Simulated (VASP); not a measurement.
# TiB2 (P6/mmm) in VASP: a series of runs

Runs on TiB2. Level: PBE. Tasks: single point.

All numbers are computed with VASP 6.6.1; they aren't measurements. Logs are shortened: lines on timing, memory, paths and dates and some standing lists are left out, and cuts for length are marked.

### Step 1. The cell of the first run

It takes space group P6/mmm (No. 191, hexagonal). Conventional cell: a = 3.029 Å, b = 3.029 Å, c = 3.228 Å, α = 90.00°, β = 90.00°, γ = 120.00°. Ti (site symmetry 6/mmm) has 12 B at 2.38 Å and 6 Ti at 3.03 Å within 3.1 Å. Within 2.3 Å of B (site symmetry -6m2) lie 3 B at 1.75 Å.

### Step 2. Single point, PBE

Input file INCAR:

```
PREC     = Accurate       # precision mode
ENCUT    = 520            # plane-wave cutoff, eV
EDIFF    = 1E-6           # SCF threshold, eV
ISMEAR   = -1             # smearing method
SIGMA    = 0.1            # smearing width, eV
LREAL    = F              # projectors in reciprocal space
LASPH    = T              # aspherical terms in the spheres
NELM     = 80             # most SCF steps
ALGO     = Normal         # electronic algorithm
ISIF     = 2              # what is computed and relaxed
LWAVE    = F              # write WAVECAR
LCHARG   = F              # write CHGCAR
GGA      = PE             # functional
NBANDS   = 16             # bands
```

Input file KPOINTS:

```
Automatic mesh
0
Gamma
  3 3 2
```

Input file POSCAR:

```
TiB2
1.0
    3.0292000000      0.0000000000      0.0000000000
   -1.5146000000      2.6233641500      0.0000000000
    0.0000000000      0.0000000000      3.2284000000
Ti B
1 2
Direct
    0.0000000000      0.0000000000      0.0000000000
    0.3333333346      0.6666666692      0.5000000000
    0.6666666673      0.3333333346      0.5000000000
```

Potentials or basis: VASP PAW PBE potentials, release 64 (Ti_sv, B).

Started as:

```
> cat potpaw_PBE.64/Ti_sv/POTCAR potpaw_PBE.64/B/POTCAR > POTCAR
> mpirun -np 1 vasp_std > vasp.out
```

OUTCAR:

```text
PREC = Accurate
   ENCUT = 520
   EDIFF = 1E-6
   ISMEAR = -1
   LREAL = F
   LASPH = T
   NELM = 80
   ISIF = 2
   GGA = PE

 ion  position               nearest neighbor table
   1  0.000  0.000  0.000-   3 2.38   3 2.38   2 2.38   2 2.38   2 2.38   2 2.38   3 2.38   3 2.38
                             3 2.38   3 2.38   2 2.38   2 2.38
   2  0.333  0.667  0.500-   3 1.75   3 1.75   3 1.75   1 2.38   1 2.38   1 2.38   1 2.38   1 2.38
                             1 2.38
   3  0.667  0.333  0.500-   2 1.75   2 1.75   2 1.75   1 2.38   1 2.38   1 2.38   1 2.38   1 2.38
                             1 2.38

  LATTYP: Found a hexagonal cell.
 ALAT       =     3.0292000000
 C/A-ratio  =     1.0657599366

  Lattice vectors:

 A1 = (   3.0292000000,   0.0000000000,   0.0000000000)
 A2 = (  -1.5146000000,   2.6233641500,   0.0000000000)
 A3 = (   0.0000000000,   0.0000000000,   3.2284000000)

Analysis of symmetry for initial positions (statically):
=====================================================================
 Subroutine PRICEL returns:
 Original cell was already a primitive cell.

 Routine SETGRP: Setting up the symmetry group for a
 hexagonal supercell.

 Subroutine GETGRP returns: Found 24 space group operations
 (whereof 24 operations were pure point group operations)
 out of a pool of 24 trial point group operations.

The static configuration has the point symmetry D_6h.

Analysis of symmetry for dynamics (positions and initial velocities):
=====================================================================
 Subroutine PRICEL returns:
 Original cell was already a primitive cell.

 Routine SETGRP: Setting up the symmetry group for a
 hexagonal supercell.

 Subroutine GETGRP returns: Found 24 space group operations
 (whereof 24 operations were pure point group operations)
 out of a pool of 24 trial point group operations.

The dynamic configuration has the point symmetry D_6h.

 Subroutine INISYM returns: Found 24 space group operations
 (whereof 24 operations are pure point group operations),
 and found     1 'primitive' translations

----------------------------------------------------------------------------------------

                                     Primitive cell

  volume of cell :      25.6551

  direct lattice vectors                    reciprocal lattice vectors
     3.029200000  0.000000000  0.000000000     0.330120164  0.190594966  0.000000000
    -1.514600000  2.623364150  0.000000000     0.000000000  0.381189931  0.000000000
     0.000000000  0.000000000  3.228400000     0.000000000  0.000000000  0.309750960

  length of vectors
     3.029200000  3.029199997  3.228400000     0.381189931  0.381189931  0.309750960

  position of ions in fractional coordinates (direct lattice)
     0.000000000  0.000000000  0.000000000
     0.333333335  0.666666669  0.500000000
     0.666666667  0.333333335  0.500000000

  ion indices of the primitive-cell ions
   primitive index   ion index
                 1           1
                 2           2
                 3           3

----------------------------------------------------------------------------------------

 KPOINTS: Automatic mesh

Automatic generation of k-mesh.
 Grid dimensions read from file:
 generate k-points for:    3    3    2

 Generating k-lattice:

  Cartesian coordinates                     Fractional coordinates (reciprocal lattice)
     0.110040055  0.063531655  0.000000000     0.333333333  0.000000000  0.000000000
     0.000000000  0.127063310  0.000000000     0.000000000  0.333333333  0.000000000
     0.000000000  0.000000000  0.154875480     0.000000000  0.000000000  0.500000000

  Length of vectors
     0.127063310  0.127063310  0.154875480

  Shift w.r.t. Gamma in fractional coordinates (k-lattice)
     0.000000000  0.000000000  0.000000000

 Subroutine IBZKPT returns following result:
 ===========================================

 Found      6 irreducible k-points:

 Following reciprocal coordinates:
            Coordinates               Weight
  0.000000  0.000000  0.000000      1.000000
  0.333333  0.000000  0.000000      6.000000
  0.333333  0.333333  0.000000      2.000000
  0.000000  0.000000  0.500000      1.000000
  0.333333  0.000000  0.500000      6.000000
  0.333333  0.333333  0.500000      2.000000
   k-points           NKPTS =      6   k-points in BZ     NKDIM =      6   number of bands    NBANDS=     16
   number of dos      NEDOS =    301   number of ions     NIONS =      3
   total plane-waves  NPLWV =  13824
   dimension x,y,z NGX =    24 NGY =   24 NGZ =   24
   dimension x,y,z NGXF=    48 NGYF=   48 NGZF=   48
   ions per type =               1   2
   NGX,Y,Z   is equivalent  to a cutoff of  13.17, 13.17, 12.36 a.u.
   NGXF,Y,Z  is equivalent  to a cutoff of  26.34, 26.34, 24.72 a.u.
 SYSTEM =  unknown system
   PREC   = accura    normal or accurate (medium, high low for compatibility)
   ISTART =      0    job   : 0-new  1-cont  2-samecut
   ICHARG =      2    charge: 1-file 2-atom 10-const
   ISPIN  =      1    spin polarized calculation?
   LNONCOLLINEAR =      F non collinear calculations
   LSORBIT =      F    spin-orbit coupling
   LASPH  =      T    aspherical Exc in radial PAW
   ENCUT  =  520.0 eV  38.22 Ry    6.18 a.u.   5.63  5.63  6.00*2*pi/ulx,y,z
   NELM   =     80;   NELMIN=  2; NELMDL= -5     # of ELM steps
   EDIFF  = 0.1E-05   stopping-criterion for ELM
   LREAL  =      F    real-space projection
   EDIFFG = 0.1E-04   stopping-criterion for IOM
   NSW    =      0    number of steps for IOM
   IBRION =     -1    ionic relax: 0-MD 1-quasi-New 2-CG
   NFREE  =      0    steps in history (QN), initial steepest desc. (CG)
   ISIF   =      2    stress and relaxation
   ISYM   =      2    0-nonsym 1-usesym 2-fastsym
   POTIM  = 0.5000    time-step for ionic-motion
   TEBEG  =    0.0;   TEEND  =   0.0 temperature during run
   PSTRESS=    0.0 pullay stress
   NELECT =      18.0000    total number of electrons
   NUPDOWN=      -1.0000    fix difference up-down
   EMIN   =  10.00;   EMAX   =-10.00  energy-range for DOS
   EFERMI =   0.00;   METHOD = LEGACY
   ISMEAR =    -1;   SIGMA  =   0.10  broadening in eV -4-tet -1-fermi 0-gaus
   EFERMI_NEDOS =   21; number of points for ismear=-14 and -15
   IALGO  =     38    algorithm
   IMIX   =      4    mixing-type and parameters
     AMIX     =   0.40;   BMIX     =  1.00
     AMIX_MAG =   1.60;   BMIX_MAG =  1.00
  volume/ion in A,a.u.               =       8.55        57.71
  Fermi-wavevector in a.u.,A,eV,Ry     =   1.454703  2.748990 28.792122  2.116161
  Thomas-Fermi vector in A             =   2.571823
   LORBIT       =      0    0 simple, 1 ext, 2 COOP (PROOUT), +10 PAW based schemes
   GGA     = PE    functional components
   LHFCALC =     F    Hartree Fock is set to
   AEXX    =    0.0000 exact exchange contribution
   IVDW    =     0    specifies the selected vdW correction
   LEPSILON=     F    determine dielectric tensor
   LRPA    =     F    only Hartree local field effects (RPA)
 non-spin polarized calculation
  energy-cutoff  :      520.00
  volume of cell :       25.66
 maximum number of plane-waves:       721
 NGX is ok and might be reduce to    24
   NGX = 11   NGY = 11   NGZ = 13

 number of electron      18.0000002 magnetization

 Free energy of the ion-electron system (eV)
  ---------------------------------------------------
  ext. energy  EPLUGINS =         0.00000000
  ---------------------------------------------------
  free energy    TOTEN  =       -24.40458260 eV

  energy without entropy =      -24.38104531  energy(sigma->0) =      -24.39281396

 E-fermi :   9.8271     XC(G=0): -12.7633

 val. band max:        9.7950389944   @ k =   0.0000   0.0000   0.5000
 cond. band min:      10.2588971524   @ k =   0.0000   0.0000   0.5000
 fundamental gap:      0.4638581580
 Fermi energy:         9.8271144977

 k-point     1 :       0.0000    0.0000    0.0000
  band No.  band energies     occupation
      1     -47.1210      2.00000
      2     -23.3772      2.00000
      3     -23.1969      2.00000
      4     -23.1969      2.00000
      5      -3.4205      2.00000
      6       7.4174      2.00000
[... 8 lines left out ...]
     15      15.8992      0.00000
     16      16.9509      0.00000

 k-point     2 :       0.3333    0.0000    0.0000
  band No.  band energies     occupation
      1     -47.0803      2.00000
      2     -23.4992      2.00000
      3     -23.3256      2.00000
      4     -23.2664      2.00000
      5      -1.4123      2.00000
      6       3.4373      2.00000
[... 8 lines left out ...]
     15      17.3680      0.00000
     16      18.9006      0.00000

 k-point     3 :       0.3333    0.3333    0.0000
  band No.  band energies     occupation
      1     -47.0598      2.00000
      2     -23.4753      2.00000
      3     -23.4753      2.00000
      4     -23.2999      2.00000
      5       1.7641      2.00000
      6       1.7641      2.00000
[... 8 lines left out ...]
     15      20.0816      0.00000
     16      20.0816      0.00000

 k-point     4 :       0.0000    0.0000    0.5000
  band No.  band energies     occupation
      1     -47.1067      2.00000
      2     -23.5724      2.00000
      3     -23.1812      2.00000
      4     -23.1812      2.00000
      5      -1.4722      2.00000
      6       2.3603      2.00000
[... 8 lines left out ...]
     15      19.8789      0.00000
     16      20.3126      0.00000

 k-point     5 :       0.3333    0.0000    0.5000
  band No.  band energies     occupation
      1     -47.0666      2.00000
      2     -23.5028      2.00000
      3     -23.4718      2.00000
      4     -23.2466      2.00000
      5      -0.4383      2.00000
      6       4.0936      2.00000
[... 8 lines left out ...]
     15      16.9041      0.00000
     16      22.7403      0.00000

 k-point     6 :       0.3333    0.3333    0.5000
  band No.  band energies     occupation
      1     -47.0464      2.00000
      2     -23.4678      2.00000
      3     -23.4479      2.00000
      4     -23.4479      2.00000
      5       1.5342      2.00000
      6       1.5342      2.00000
[... 8 lines left out ...]
     15      16.8928      0.00000
     16      21.4396      0.00000

------------------------ aborting loop because EDIFF is reached ----------------------------------------

  FORCE on cell =-STRESS in cart. coord.  units (eV):
  Direction    XX          YY          ZZ          XY          YZ          ZX
  --------------------------------------------------------------------------------------
  -------------------------------------------------------------------------------------
  Total        0.0794211      0.0794211     -0.0903796      0.0000000      0.0000000      0.0000000
  in kB        4.9598956      4.9598955     -5.6442630      0.0000000      0.0000000      0.0000000
  external PRESSURE =       1.4251760 kB  Pullay stress =       0.0000000 kB

 VOLUME and BASIS-vectors are now :
 -----------------------------------------------------------------------------
  energy-cutoff  :      520.00
  volume of cell :       25.66
      direct lattice vectors                 reciprocal lattice vectors
     3.029200000  0.000000000  0.000000000     0.330120164  0.190594966  0.000000000
    -1.514600000  2.623364150  0.000000000     0.000000000  0.381189931  0.000000000
     0.000000000  0.000000000  3.228400000     0.000000000  0.000000000  0.309750960

 POSITION                                       TOTAL-FORCE (eV/Angst)
 -----------------------------------------------------------------------------------
      0.00000      0.00000      0.00000         0.000000     -0.000000     -0.000000
      0.00000      1.74891      1.61420        -0.000000      0.000000     -0.000000
      1.51460      0.87445      1.61420        -0.000000     -0.000000      0.000000
 -----------------------------------------------------------------------------------
    total drift:                               -0.000000     -0.000000      0.000000

  FREE ENERGIE OF THE ION-ELECTRON SYSTEM (eV)
  ---------------------------------------------------
  free  energy   TOTEN  =       -24.4045826043 eV

  energy  without entropy=      -24.3810453136  energy(sigma->0) =      -24.39281396
```

Wall time 3 s (1 thread of Intel Xeon Platinum 8375C at 2.90GHz (Ice Lake), shared host); peak memory 0.13 GiB.

What came out:

| Quantity | Value |
| --- | --- |
| Free energy | -24.4046 eV |
| Pressure | 0.1 GPa |
| Band gap on the k mesh | zero (filled and empty bands touch) |

Stress tensor (GPa, compression positive):
```
 0.50  0.00  0.00
 0.00  0.50  0.00
 0.00  0.00 -0.56
```

Caveat: the k points lie up to 0.97 Å⁻¹ apart.

### Step 3. Single point, PBE

Input file INCAR:

```
SYSTEM = TiB2
  ALGO = Normal
  EDIFF = 1E-6
  ENCUT = 520
  GGA = PE
  ISIF = 2
  ISMEAR = -1
  LASPH = .TRUE.
  LCHARG = .TRUE.
  LELF = .TRUE.
  LREAL = .FALSE.
  LVHAR = .TRUE.
  LWAVE = .FALSE.
  NBANDS = 16
  NELM = 100
  PREC = Accurate
  SIGMA = 0.1
```

Input file KPOINTS:

```
k-points
0
G
  4 4 4
  0 0 0
```

POSCAR is that of step 2.

Potentials or basis: VASP PAW PBE potentials, release 64 (Ti_sv, B).

Started as:

```
> cat potpaw_PBE.64/Ti_sv/POTCAR potpaw_PBE.64/B/POTCAR > POTCAR
> mpirun -np 1 vasp_std > vasp.out
```

Wall time 4.2 s (1 thread of Intel Xeon Platinum 8375C at 2.90GHz (Ice Lake), shared host); peak memory 0.13 GiB.

Results (log left out):

- Free energy: -24.4150 eV
- Pressure: 0.5 GPa
- Band gap on the k mesh: zero (band 9 reaches 10.38 eV, above the bottom of band 10 at 9.82 eV)

Stress tensor (GPa, compression positive):
```
 1.03  0.00  0.00
 0.00  1.03  0.00
 0.00  0.00 -0.42
```

Levels at points of the mesh, in eV from the Fermi level:
```csv
k point,band 6,band 7,band 8,band 9,band 10,band 11,band 12,band 13
"(0.00, 0.00, 0.00)",-2.70,-2.70,-2.42,-2.23,1.77,1.77,3.54,3.54
"(0.50, 0.00, 0.00)",-9.32,-3.34,-3.33,-2.38,1.21,2.60,3.09,3.28
"(0.00, 0.00, 0.50)",-7.72,-0.62,-0.62,-0.29,-0.29,0.30,0.30,1.53
"(0.50, 0.00, 0.50)",-7.63,-4.72,-3.94,-3.25,2.37,2.77,4.34,4.46
```

Caveat: the k points lie up to 0.60 Å⁻¹ apart.
